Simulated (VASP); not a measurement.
# Cu (P6_3/mmc) in VASP: notebook

Cu is run at these levels: r2SCAN; tasks: single point, relaxation of cell and atoms.

Program: VASP 6.6.1. These are calculated values, not measurements. Logs are shortened: lines on timing, memory, paths and dates and some standing lists are left out, and cuts for length are marked.

### Step 1. The cell of the first run

It takes space group P6_3/mmc (No. 194, hexagonal). The conventional cell has a = 2.530 Å, b = 2.530 Å, c = 4.135 Å, α = 90.00°, β = 90.00°, γ = 120.00°. Cu (site symmetry -6m2) has 12 Cu at 2.53 Å within 3.3 Å.

### Step 2. Single point, r2SCAN

POSCAR reads:

```
Cu
1.0
    2.5301610551     -0.0000000029      0.0000000000
   -1.2650805251      2.1911837509      0.0000000000
    0.0000000000      0.0000000000      4.1348001098
Cu
2
Direct
    0.3333333333      0.6666666667      0.2500000000
    0.6666666667      0.3333333333      0.7500000000
```

INCAR.step1 reads:

```
ALGO = Normal
EDIFF = 1E-4
ENCUT = 520
GGA = PE
ISMEAR = -1
LASPH = T
LCHARG = F
LREAL = F
LWAVE = T
NBANDS = 18
NELM = 60
PREC = Accurate
SIGMA = 0.1
```

INCAR.step2 reads:

```
ALGO = Normal
EDIFF = 1E-6
ENCUT = 520
ISIF = 2
ISMEAR = -1
ISTART = 1
LASPH = T
LCHARG = F
LMIXTAU = T
LREAL = F
LWAVE = F
METAGGA = R2SCAN
NBANDS = 18
NELM = 60
PREC = Accurate
SIGMA = 0.1
```

KPOINTS reads:

```
k-points
0
Gamma
  14 14 7
```

Potentials or basis: VASP PAW PBE potentials, release 64 (Cu).

Run with:

```sh
$ cat potpaw_PBE.64/Cu/POTCAR > POTCAR
$ cp INCAR.step1 INCAR
$ mpirun -np 1 vasp_std > vasp.out
$ cp INCAR.step2 INCAR
$ mpirun -np 1 vasp_std > vasp.out
```

OUTCAR:

```text
EDIFF = 1E-6
   ENCUT = 520
   ISIF = 2
   ISMEAR = -1
   ISTART = 1
   LASPH = T
   LREAL = F
   METAGGA = R2SCAN
   NELM = 60
   PREC = Accurate

 ion  position               nearest neighbor table
   1  0.333  0.667  0.250-   2 2.53   2 2.53   2 2.53   2 2.53   2 2.53   2 2.53
   2  0.667  0.333  0.750-   1 2.53   1 2.53   1 2.53   1 2.53   1 2.53   1 2.53

  LATTYP: Found a hexagonal cell.
 ALAT       =     2.5301610551
 C/A-ratio  =     1.6342043134

  Lattice vectors:

 A1 = (   2.5301610551,  -0.0000000029,   0.0000000000)
 A2 = (  -1.2650805251,   2.1911837509,   0.0000000000)
 A3 = (   0.0000000000,   0.0000000000,   4.1348001098)

Analysis of symmetry for initial positions (statically):
=====================================================================
 Subroutine PRICEL returns:
 Original cell was already a primitive cell.

 Routine SETGRP: Setting up the symmetry group for a
 hexagonal supercell.

 Subroutine GETGRP returns: Found 24 space group operations
 (whereof 12 operations were pure point group operations)
 out of a pool of 24 trial point group operations.

The static configuration has the point symmetry D_3d.
 The point group associated with its full space group is D_6h.

Analysis of symmetry for dynamics (positions and initial velocities):
=====================================================================
 Subroutine PRICEL returns:
 Original cell was already a primitive cell.

 Routine SETGRP: Setting up the symmetry group for a
 hexagonal supercell.

 Subroutine GETGRP returns: Found 24 space group operations
 (whereof 12 operations were pure point group operations)
 out of a pool of 24 trial point group operations.

The dynamic configuration has the point symmetry D_3d.
 The point group associated with its full space group is D_6h.

 Subroutine INISYM returns: Found 24 space group operations
 (whereof 12 operations are pure point group operations),
 and found     1 'primitive' translations

----------------------------------------------------------------------------------------

                                     Primitive cell

  volume of cell :      22.9235

  direct lattice vectors                    reciprocal lattice vectors
     2.530161055 -0.000000003  0.000000000     0.395231758  0.228187161  0.000000000
    -1.265080525  2.191183751  0.000000000     0.000000001  0.456374323  0.000000000
     0.000000000  0.000000000  4.134800110     0.000000000  0.000000000  0.241849660

  length of vectors
     2.530161055  2.530161055  4.134800110     0.456374323  0.456374323  0.241849660

[... 79 lines left out ...]
   NELM   =     60;   NELMIN=  2; NELMDL=  0     # of ELM steps
   EDIFF  = 0.1E-05   stopping-criterion for ELM
   LREAL  =      F    real-space projection
   EDIFFG = 0.1E-04   stopping-criterion for IOM
   NSW    =      0    number of steps for IOM
   IBRION =     -1    ionic relax: 0-MD 1-quasi-New 2-CG
   NFREE  =      0    steps in history (QN), initial steepest desc. (CG)
   ISIF   =      2    stress and relaxation
   ISYM   =      2    0-nonsym 1-usesym 2-fastsym
   POTIM  = 0.5000    time-step for ionic-motion
   TEBEG  =    0.0;   TEEND  =   0.0 temperature during run
   PSTRESS=    0.0 pullay stress
   NELECT =      22.0000    total number of electrons
   NUPDOWN=      -1.0000    fix difference up-down
   EMIN   =  10.00;   EMAX   =-10.00  energy-range for DOS
   EFERMI =   0.00;   METHOD = LEGACY
   ISMEAR =    -1;   SIGMA  =   0.10  broadening in eV -4-tet -1-fermi 0-gaus
   EFERMI_NEDOS =   21; number of points for ismear=-14 and -15
   IALGO  =     38    algorithm
   IMIX   =      4    mixing-type and parameters
     AMIX     =   0.40;   BMIX     =  1.00
     AMIX_MAG =   1.60;   BMIX_MAG =  1.00
  volume/ion in A,a.u.               =      11.46        77.35
  Fermi-wavevector in a.u.,A,eV,Ry     =   1.614812  3.051552 35.478782  2.607617
  Thomas-Fermi vector in A             =   2.709660
   LORBIT       =      0    0 simple, 1 ext, 2 COOP (PROOUT), +10 PAW based schemes
   METAGGA = R2SCAN    functional components
   LHFCALC =     F    Hartree Fock is set to
   AEXX    =    0.0000 exact exchange contribution
   IVDW    =     0    specifies the selected vdW correction
   LEPSILON=     F    determine dielectric tensor
   LRPA    =     F    only Hartree local field effects (RPA)
 non-spin polarized calculation
  energy-cutoff  :      520.00
  volume of cell :       22.92
 maximum number of plane-waves:       640
 NGX is ok and might be reduce to    20
   NGX =  9   NGY =  9   NGZ = 15

 number of electron      21.9999983 magnetization

 Free energy of the ion-electron system (eV)
  ---------------------------------------------------
  ext. energy  EPLUGINS =         0.00000000
  ---------------------------------------------------
  free energy    TOTEN  =       -21.64150263 eV

  energy without entropy =      -21.61954459  energy(sigma->0) =      -21.63052361

 E-fermi :   7.7402     XC(G=0): -13.9464

 val. band max:        7.7039428709   @ k =   0.2143   0.0714   0.2857
 cond. band min:       7.7501147096   @ k =   0.2857   0.2143   0.2857
 fundamental gap:      0.0461718387
 Fermi energy:         7.7402231303

 k-point     1 :       0.0000    0.0000    0.0000
  band No.  band energies     occupation
      1      -2.1355      2.00000
      2       2.3594      2.00000
      3       4.5355      2.00000
      4       4.5949      2.00000
      5       4.5951      2.00000
      6       4.8158      2.00000
[... 481 lines left out ...]
      5       4.3442      2.00000
      6       4.4193      2.00000
[... 10 lines left out ...]
     17      21.1234      0.00000
     18      22.1400      0.00000

 [... further k-points ...]

------------------------ aborting loop because EDIFF is reached ----------------------------------------

  FORCE on cell =-STRESS in cart. coord.  units (eV):
  Direction    XX          YY          ZZ          XY          YZ          ZX
  --------------------------------------------------------------------------------------
  -------------------------------------------------------------------------------------
  Total        0.1047635      0.1047635      0.1104359     -0.0000000     -0.0000000      0.0000000
  in kB        7.3221585      7.3221585      7.7186177     -0.0000000     -0.0000000      0.0000000
  external PRESSURE =       7.4543116 kB  Pullay stress =       0.0000000 kB

 VOLUME and BASIS-vectors are now :
 -----------------------------------------------------------------------------
  energy-cutoff  :      520.00
  volume of cell :       22.92
      direct lattice vectors                 reciprocal lattice vectors
     2.530161055 -0.000000003  0.000000000     0.395231758  0.228187161  0.000000000
    -1.265080525  2.191183751  0.000000000     0.000000001  0.456374323  0.000000000
     0.000000000  0.000000000  4.134800110     0.000000000  0.000000000  0.241849660

 POSITION                                       TOTAL-FORCE (eV/Angst)
 -----------------------------------------------------------------------------------
      0.00000      1.46079      1.03370         0.000000      0.000000      0.000000
      1.26508      0.73039      3.10110        -0.000000     -0.000000      0.000000
 -----------------------------------------------------------------------------------
    total drift:                                0.000000     -0.000000      0.000000

  FREE ENERGIE OF THE ION-ELECTRON SYSTEM (eV)
  ---------------------------------------------------
  free  energy   TOTEN  =       -21.6415026257 eV

  energy  without entropy=      -21.6195445859  energy(sigma->0) =      -21.63052361
```

OSZICAR.step1:

```text
N       E                     dE             d eps       ncg     rms          rms(c)
DAV:   1     0.122073490292E+03    0.12207E+03   -0.10537E+04  3784   0.220E+03
DAV:   2    -0.301031068881E+01   -0.12508E+03   -0.11881E+03  3462   0.289E+02
DAV:   3    -0.919849709563E+01   -0.61882E+01   -0.59707E+01  3816   0.871E+01
DAV:   4    -0.926338336310E+01   -0.64886E-01   -0.64840E-01  4166   0.960E+00
DAV:   5    -0.926421323764E+01   -0.82987E-03   -0.82985E-03  4266   0.934E-01    0.110E+01
DAV:   6    -0.813556299105E+01    0.11287E+01   -0.10931E+01  3688   0.963E+01    0.538E+00
DAV:   7    -0.744756449275E+01    0.68800E+00   -0.21472E+00  3782   0.393E+01    0.800E-01
DAV:   8    -0.742593840219E+01    0.21626E-01   -0.16438E-02  4288   0.163E+00    0.477E-01
DAV:   9    -0.742190969752E+01    0.40287E-02   -0.64573E-03  4042   0.233E+00    0.349E-02
DAV:  10    -0.742193462987E+01   -0.24932E-04   -0.18225E-04  3240   0.208E-01
   1 F= -.74219346E+01 E0= -.74103192E+01  d E =-.232309E-01
```

It took 2.3 min on 1 thread of Intel Xeon Platinum 8259CL at 2.50GHz (Skylake/Cascade Lake), shared host; peak memory 0.16 GiB.

What came out:

* Free energy: -21.6415 eV
* Pressure: 0.7 GPa
* Band gap on the k mesh: zero (band 11 reaches 11.50 eV, above the bottom of band 12 at 5.74 eV)

Caveat: the PAW data sets were made with another functional, which shifts forces and pressure a little.

### Step 3. Relaxation of cell and atoms, r2SCAN

This run uses another cell than the first one, of 11.44 Å³/atom, 0.998 times its volume.

POSCAR reads:

```
Cu
1.0
    2.5340966700      0.0000000000      0.0000000000
   -1.2670483300      2.1945920900      0.0000000000
    0.0000000000      0.0000000000      4.1125710000
Cu
2
Direct
    0.3333333300      0.6666666700      0.2500000000
    0.6666666700      0.3333333300      0.7500000000
```

INCAR.step1 reads:

```
SYSTEM = Cu
ALGO = Normal
EDIFF = 1E-4
ENCUT = 600
GGA = PE
ISMEAR = -1
LASPH = .TRUE.
LCHARG = .FALSE.
LREAL = .FALSE.
LWAVE = .TRUE.
NELM = 80
PREC = Accurate
SIGMA = 0.1
```

INCAR.step2 reads:

```
SYSTEM = Cu
ALGO = Normal
EDIFF = 1E-7
EDIFFG = -0.01
ENCUT = 600
IBRION = 2
ISIF = 3
ISMEAR = -1
ISTART = 1
LASPH = .TRUE.
LCHARG = .FALSE.
LMIXTAU = .TRUE.
LREAL = .FALSE.
LWAVE = .FALSE.
METAGGA = R2SCAN
NELM = 80
NSW = 80
PREC = Accurate
SIGMA = 0.1
```

KPOINTS reads:

```
k-points
0
G
  14 14 7
  0 0 0
```

Potentials or basis: VASP PAW PBE potentials, release 64 (Cu).

Run with:

```sh
$ cat potpaw_PBE.64/Cu/POTCAR > POTCAR
$ cp INCAR.step1 INCAR
$ mpirun -np 1 vasp_std > vasp.out
$ cp INCAR.step2 INCAR
$ mpirun -np 1 vasp_std > vasp.out
```

It took 8.7 min on 1 thread of Intel Xeon Platinum 8259CL at 2.50GHz (Skylake/Cascade Lake), shared host; peak memory 0.17 GiB.

It converged, with:

```yaml
Free_energy: -21.6424 eV
Relaxed_volume: 11.51 Å³/atom
Relaxed_cell: a = 2.535 Å, b = 2.535 Å, c = 4.137 Å, α = 90.00°, β = 90.00°, γ = 120.00°
Space_group_after_relaxing_to_0.05_Å: P6_3/mmc (No. 194)
Energy_gained_by_relaxing: 0.5 meV/atom
Ionic_steps: 5
Pressure_after_relaxing: -0.1 GPa
Band_gap_on_the_k_mesh: zero (band 11 reaches 11.43 eV, above the bottom of band 12 at 5.69 eV)
```

Stress tensor (GPa, compression positive):
```
-0.13  0.00  0.00
 0.00 -0.13  0.00
 0.00  0.00  0.05
```

The path:
```csv
step,energy change (eV),largest force (eV/Å),pressure (GPa),volume (Å³)
1,0.0000,0.0000,1.04,22.87
2,-0.0007,0.0000,-0.68,23.12
3,-0.0008,0.0000,-0.22,23.05
4,-0.0008,0.0000,-0.19,23.05
5,-0.0009,0.0000,-0.07,23.03
```

Final structure:
```xyz
2
Lattice="2.5351 0.0000 0.0000 -1.2675 2.1955 0.0000 0.0000 0.0000 4.1374" Properties=species:S:1:pos:R:3 pbc="T T T"
Cu    0.0000    1.4636    1.0344
Cu    1.2675    0.7318    3.1030
```

Levels at points of the mesh, in eV from the Fermi level:
| k point | band 9 | band 10 | band 11 | band 12 | band 13 | band 14 |
| --- | --- | --- | --- | --- | --- | --- |
| (0.00, 0.00, 0.00) | -2.62 | -1.83 | -1.83 | -1.08 | 4.15 | 22.39 |
| (0.50, 0.00, 0.00) | -1.69 | -1.62 | 0.01 | 1.73 | 8.27 | 8.78 |

Caveat: the PAW data sets were made with another functional, which shifts forces and pressure a little.
